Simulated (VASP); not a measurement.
# SnSe2 (P-3m1) in VASP: settings compared, part 2 of 2

VASP 6.6.1.

## (3) Single point, r2SCAN

This run uses another cell than the first one, of 27.77 Å³/atom.

POSCAR reads:

```
SnSe2
1.0
    3.8408571099      0.0000000000      0.0000000000
   -1.9204285549      3.3262798294      0.0000000000
    0.0000000000      0.0000000000      6.5217206933
Sn Se
1 2
Direct
    0.0000000000      0.0000000000      0.0000000000
    0.6666666667      0.3333333333      0.7587140440
    0.3333333333      0.6666666667      0.2412859560
```

INCAR.step1 reads:

```
PREC = Accurate
ENCUT = 520
ISMEAR = -1
SIGMA = 0.05
LREAL = F
LASPH = T
NELM = 80
NBANDS = 20
GGA = PE
ALGO = Normal
EDIFF = 1E-4
LWAVE = T
LCHARG = F
```

INCAR.step2 reads:

```
PREC = Accurate
ENCUT = 520
EDIFF = 1E-6
ISMEAR = -1
SIGMA = 0.05
LREAL = F
LASPH = T
NELM = 80
ALGO = Normal
ISIF = 2
LWAVE = F
LCHARG = F
METAGGA = R2SCAN
LMIXTAU = T
NBANDS = 20
ISTART = 1
```

KPOINTS reads:

```
regular mesh
0
Gamma
  8 8 5
```

Potentials or basis: VASP PAW PBE potentials, release 64 (Sn_d, Se).

Command:

```sh
$ cat potpaw_PBE.64/Sn_d/POTCAR potpaw_PBE.64/Se/POTCAR > POTCAR
$ cp INCAR.step1 INCAR
$ mpirun -np 1 vasp_std > vasp.out
$ cp INCAR.step2 INCAR
$ mpirun -np 1 vasp_std > vasp.out
```

It took 2.5 min on 1 thread of Intel Xeon 6975P-C (Granite Rapids), shared host; peak memory 0.24 GiB.

It converged, with:

```yaml
Free_energy: -54.6382 eV
Pressure: 0.1 GPa
Largest_force: 0.013 eV/Å
Band_gap_on_the_k_mesh: 1.02 eV (least direct gap 1.49 eV)
```

Forces in eV/Å, atoms in the order of the input:
```
Sn   0.000  0.000  0.000
Se   0.000  0.000 -0.013
Se   0.000  0.000  0.013
```

Levels at points of the mesh, in eV from the valence-band top:
```
           k point  band 9  band 10  band 11  band 12  band 13  band 14  band 15  band 16  band 17  band 18
(0.00, 0.00, 0.00)   -0.54    -0.54    -0.27    -0.20    -0.20     1.50     3.61     5.06     5.06     8.36
(0.50, 0.00, 0.00)   -4.36    -2.65    -2.41    -0.95    -0.27     1.33     4.36     5.98     6.07     7.21
```

Caveat: the PAW data sets were made with another functional, which shifts forces and pressure a little; spin-orbit coupling is left out, which moves the levels of the heavy elements; an odd mesh through Γ misses points on the zone boundary, where band edges can lie.

## (4) Relaxation of cell and atoms, r2SCAN+D3(BJ)

This run uses another cell than the first one, of 25.73 Å³/atom.

POSCAR reads:

```
SnSe2
1.0
    3.8110000000      0.0000000000      0.0000000000
   -1.9055000000      3.3004228138      0.0000000000
    0.0000000000      0.0000000000      6.1360000000
Sn Se
1 2
Direct
    0.0000000000      0.0000000000      0.0000000000
    0.6666666667      0.3333333333      0.7510000000
    0.3333333333      0.6666666667      0.2490000000
```

INCAR.step1 reads:

```
SYSTEM = SnSe2
  PREC = Accurate
  ENCUT = 600
  ISMEAR = -1
  SIGMA = 0.05
  LREAL = .FALSE.
  LASPH = .TRUE.
  NELM = 60
  GGA = PE
  ALGO = Normal
  EDIFF = 1E-4
  LWAVE = .TRUE.
  LCHARG = .FALSE.
```

INCAR.step2 reads:

```
SYSTEM = SnSe2
  PREC = Accurate
  ENCUT = 600
  EDIFF = 1E-6
  ISMEAR = -1
  SIGMA = 0.05
  LREAL = .FALSE.
  LASPH = .TRUE.
  NELM = 60
  ALGO = Normal
  ISIF = 3
  LWAVE = .FALSE.
  LCHARG = .FALSE.
  METAGGA = R2SCAN
  LMIXTAU = .TRUE.
  IVDW = 12
  VDW_S6 = 1.0
  VDW_S8 = 0.78981345
  VDW_A1 = 0.49484001
  VDW_A2 = 5.73083694
  IBRION = 2
  NSW = 60
  EDIFFG = -0.01
  ISTART = 1
```

KPOINTS reads:

```
regular mesh
0
G
  8 8 5
  0 0 0
```

Command:

```sh
$ cat potpaw_PBE.64/Sn_d/POTCAR potpaw_PBE.64/Se/POTCAR > POTCAR
$ cp INCAR.step1 INCAR
$ mpirun -np 1 vasp_std > vasp.out
$ cp INCAR.step2 INCAR
$ mpirun -np 1 vasp_std > vasp.out
```

Run time: 12 min. Hardware: 1 thread of Intel Xeon 6975P-C (Granite Rapids), shared host; peak memory 0.26 GiB.

It converged, with:

```
Free energy                           : -55.1233 eV
Relaxed volume                        : 26.37 Å³/atom
Relaxed cell                          : a = 3.827 Å, b = 3.827 Å, c = 6.238 Å, α = 90.00°, β = 90.00°, γ = 120.00°
Space group after relaxing (to 0.1 Å) : P-3m1 (No. 164)
Energy gained by relaxing             : 9.6 meV/atom
Ionic steps                           : 11
Pressure after relaxing               : 0.0 GPa
Largest force after relaxing          : 0.003 eV/Å
Band gap on the k mesh                : 1.01 eV (least direct gap 1.54 eV)
Dispersion energy per atom            : -0.165 eV
```

Forces in eV/Å, atoms in the order of the input:
```
Sn   0.000  0.000  0.000
Se   0.000  0.000 -0.003
Se   0.000  0.000  0.003
```

Step by step:
| step | energy change (eV) | largest force (eV/Å) | pressure (GPa) | volume (Å³) |
| --- | --- | --- | --- | --- |
| 1 | 0.0000 | 0.5387 | 2.58 | 77.18 |
| 2 | -0.0046 | 0.3322 | -2.44 | 81.89 |
| 3 | -0.0272 | 0.0628 | -0.22 | 79.58 |
| 4 | -0.0272 | 0.0717 | -0.17 | 79.54 |
| 5 | -0.0286 | 0.0341 | -0.05 | 79.28 |
| 6 | -0.0288 | 0.0136 | 0.01 | 79.14 |
| 7 | -0.0288 | 0.0118 | 0.02 | 79.13 |
| 8 | -0.0288 | 0.0038 | -0.03 | 79.16 |
| 9 | -0.0288 | 0.0019 | -0.03 | 79.16 |
| 10 | -0.0288 | 0.0024 | -0.03 | 79.14 |
| 11 | -0.0289 | 0.0031 | -0.04 | 79.10 |

Final structure:
```
Sn Se
1.0
     3.82651    0.00000    0.00000
    -1.91326    3.31386    0.00000
     0.00000    0.00000    6.23773
Sn Se
1 2
Direct
  0.00000 0.00000 0.00000
  0.66667 0.33333 0.74762
  0.33333 0.66667 0.25238
```

Levels at points of the mesh, in eV from the valence-band top:
```tsv
k point	band 10	band 11	band 12	band 13	band 14	band 15	band 16	band 17
(0.00, 0.00, 0.00)	-0.56	-0.27	-0.27	-0.08	1.47	3.61	5.09	5.09
(0.50, 0.00, 0.00)	-2.88	-2.51	-1.17	-0.25	1.43	4.30	5.83	5.90
```

Caveat: the PAW data sets were made with another functional, which shifts forces and pressure a little; spin-orbit coupling is left out, which moves the levels of the heavy elements; an odd mesh through Γ misses points on the zone boundary, where band edges can lie.

## (5) Single point, PBEsol (24.18 Å³/atom)

This run uses another cell than the first one, of 24.18 Å³/atom.

INCAR reads:

```
ALGO = Normal ; EDIFF = 1E-6
ENCUT = 520 ; GGA = PS
ISIF = 2 ; ISMEAR = -1
LASPH = T ; LCHARG = F
LREAL = F ; LWAVE = F
NBANDS = 20 ; NELM = 100
PREC = Accurate ; SIGMA = 0.05
```

KPOINTS reads:

```
k-points
0
Gamma
  8 8 5
```

POSCAR reads:

```
SnSe2
1.0
    3.7332026603      0.0000000000      0.0000000000
   -1.8666013302      3.2330483413      0.0000000000
    0.0000000000      0.0000000000      6.0107403631
Sn Se
1 2
Direct
    0.0000000000      0.0000000000      0.0000000000
    0.6666666667      0.3333333333      0.7510000000
    0.3333333333      0.6666666667      0.2490000000
```

Command:

```sh
$ cat potpaw_PBE.64/Sn_d/POTCAR potpaw_PBE.64/Se/POTCAR > POTCAR
$ mpirun -np 1 vasp_std > vasp.out
```

Wall time 70 s (1 thread of AMD EPYC 7R13, shared host); peak memory 0.19 GiB.

It converged, with:

```
Free energy            : -12.7914 eV
Pressure               : 8.1 GPa
Largest force          : 1.301 eV/Å
Band gap on the k mesh : 0.80 eV (least direct gap 1.28 eV)
```

Forces on the atoms (eV/Å):
```
Sn   0.000  0.000  0.000
Se   0.000  0.000 -1.301
Se   0.000  0.000  1.301
```

Stress tensor (GPa, compression positive):
```
7.57 0.00 0.00
0.00 7.57 0.00
0.00 0.00 9.24
```

Levels at points of the mesh, in eV from the valence-band top:
```tsv
k point	band 9	band 10	band 11	band 12	band 13	band 14	band 15	band 16	band 17	band 18
(0.00, 0.00, 0.00)	-0.79	-0.79	-0.45	-0.45	0.00	1.28	2.84	4.68	4.68	8.08
(0.50, 0.00, 0.00)	-4.90	-3.21	-2.97	-1.39	-0.35	1.14	3.72	5.26	5.55	7.54
```

Caveat: the cell stands under pressure; the PAW data sets were made with another functional, which shifts forces and pressure a little; spin-orbit coupling is left out, which moves the levels of the heavy elements; an odd mesh through Γ misses points on the zone boundary, where band edges can lie; this functional lacks dispersion, which binds the layers, so the pressure and a relaxed spacing across them are unreliable.

## (6) Single point, PBEsol (24.70 Å³/atom)

This run uses another cell than the first one, of 24.70 Å³/atom.

INCAR reads:

```
SYSTEM = SnSe2
  PREC = Accurate
  ENCUT = 520
  EDIFF = 1E-7
  ISMEAR = -1
  SIGMA = 0.05
  LREAL = .FALSE.
  LASPH = .TRUE.
  NELM = 80
  ALGO = Normal
  ISIF = 2
  LWAVE = .FALSE.
  LCHARG = .FALSE.
  GGA = PS
  NBANDS = 20
```

KPOINTS reads:

```
regular mesh
0
G
  8 8 5
  0 0 0
```

POSCAR reads:

```
SnSe2
1.0
    3.7594936861      0.0000000000      0.0000000000
   -1.8797468431      3.2558170375      0.0000000000
    0.0000000000      0.0000000000      6.0530709152
Sn Se
1 2
Direct
    0.0000000000      0.0000000000      0.0000000000
    0.6666666667      0.3333333333      0.7510000000
    0.3333333333      0.6666666667      0.2490000000
```

Potentials or basis: VASP PAW PBE potentials, release 64 (Sn_d, Se).

Command:

```sh
$ cat potpaw_PBE.64/Sn_d/POTCAR potpaw_PBE.64/Se/POTCAR > POTCAR
$ mpirun -np 1 vasp_std > vasp.out
```

Wall time 90 s (1 thread of AMD EPYC 7R13, shared host); peak memory 0.19 GiB.

Results (log left out):

```yaml
Free_energy: -12.8599 eV
Pressure: 6.1 GPa
Largest_force: 1.056 eV/Å
Band_gap_on_the_k_mesh: 0.78 eV (least direct gap 1.18 eV)
```

Forces on the atoms (eV/Å):
```
Sn   0.000  0.000  0.000
Se   0.000  0.000 -1.056
Se   0.000  0.000  1.056
```

Stress tensor (GPa, compression positive):
```
5.50 0.00 0.00
0.00 5.50 0.00
0.00 0.00 7.24
```

Levels at points of the mesh, in eV from the valence-band top:
```
           k point  band 10  band 11  band 12  band 13  band 14  band 15  band 16  band 17
(0.00, 0.00, 0.00)    -0.76    -0.43    -0.43     0.00     1.18     2.84     4.64     4.64
(0.50, 0.00, 0.00)    -3.11    -2.88    -1.34    -0.33     1.12     3.71     5.29     5.51
```

Caveat: the cell stands under pressure; the PAW data sets were made with another functional, which shifts forces and pressure a little; spin-orbit coupling is left out, which moves the levels of the heavy elements; an odd mesh through Γ misses points on the zone boundary, where band edges can lie; this functional lacks dispersion, which binds the layers, so the pressure and a relaxed spacing across them are unreliable.

## (7) Overview

```csv
task,level,cell,cutoff (eV),gap on the mesh (eV),pressure (GPa),largest force (eV/Å)
single point,r2SCAN+D4,"a = 3.829, b = 3.829, c = 6.278 Å, angles 90.0, 90.0, 120.0°, 3 atoms, atomic positions A",520,1.02,0.1,0.02
single point,r2SCAN,"a = 3.841, b = 3.841, c = 6.522 Å, angles 90.0, 90.0, 120.0°, 3 atoms, atomic positions B",520,1.02,0.1,0.01
relaxation of cell and atoms,r2SCAN+D3(BJ),"relaxed from a = 3.811, b = 3.811, c = 6.136 Å, angles 90.0, 90.0, 120.0°, 3 atoms, atomic positions A",600,1.01,0.0,-
single point,PBEsol,"a = 3.733, b = 3.733, c = 6.011 Å, angles 90.0, 90.0, 120.0°, 3 atoms, atomic positions A",520,0.80,8.1,1.30
single point,PBEsol,"a = 3.759, b = 3.759, c = 6.053 Å, angles 90.0, 90.0, 120.0°, 3 atoms, atomic positions A",520,0.78,6.1,1.06
```

Alike in all rows: potentials or basis VASP PAW PBE potentials, release 64 (Sn_d, Se); no spin polarisation; k mesh 8 × 8 × 5; smearing fermi-dirac 0.05 eV.

Caveats: the PAW data sets were made with another functional, which shifts forces and pressure a little; spin-orbit coupling is left out, which moves the levels of the heavy elements; an odd mesh through Γ misses points on the zone boundary, where band edges can lie; the cell stands under pressure (at least some runs); this functional lacks dispersion, which binds the layers, so the pressure and a relaxed spacing across them are unreliable (at least some runs).

Absolute energies hang on the potentials; compare differences alone.
